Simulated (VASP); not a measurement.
SrTiO3 (Tausonite):

```xyz
5
Lattice="3.9053 0.0000 0.0000 0.0000 3.9053 0.0000 0.0000 0.0000 3.9053" Properties=species:S:1:pos:R:3 pbc="T T T"
Sr    1.9526    1.9526    1.9526
Ti    0.0000    0.0000    0.0000
O     1.9526    0.0000    0.0000
O     0.0000    1.9526    0.0000
O     0.0000    0.0000    1.9526
```

| Item | Value |
| --- | --- |
| Program | VASP 6.6.1 |
| Task | relaxation of cell and atoms |
| Functional | PBE |
| Potentials or basis | VASP PAW PBE potentials, release 64 (Sr_sv, Ti_sv, O) |
| Cutoff | 600 eV |
| k mesh | 8 × 8 × 8 |
| Occupations | gaussian, width 0.02 eV |
| Spin | no spin polarisation |
| Hubbard terms | Ti d U = 4.0 eV |

At the start: pressure 8.6 GPa; volume 11.91 Å³/atom.

**Question.** Where does the relaxation end?

**Answer.** Over 3 steps the energy falls by 14.8 meV/atom and the volume is 12.49 Å³/atom (+4.8 %); space group Pm-3m (No. 221, to 0.05 Å).

The path:
```
step  energy change (eV)  largest force (eV/Å)  pressure (GPa)  volume (Å³)
   1              0.0000                0.0000            8.58        59.56
   2             -0.0140                0.0000           -6.58        65.23
   3             -0.0738                0.0000           -0.05        62.45
```

Final structure:
```xyz
5
Lattice="3.9674 0.0000 0.0000 0.0000 3.9674 0.0000 0.0000 0.0000 3.9674" Properties=species:S:1:pos:R:3 pbc="T T T"
Sr    1.9837    1.9837    1.9837
Ti    0.0000    0.0000    0.0000
O     1.9837    0.0000    0.0000
O     0.0000    1.9837    0.0000
O     0.0000    0.0000    1.9837
```
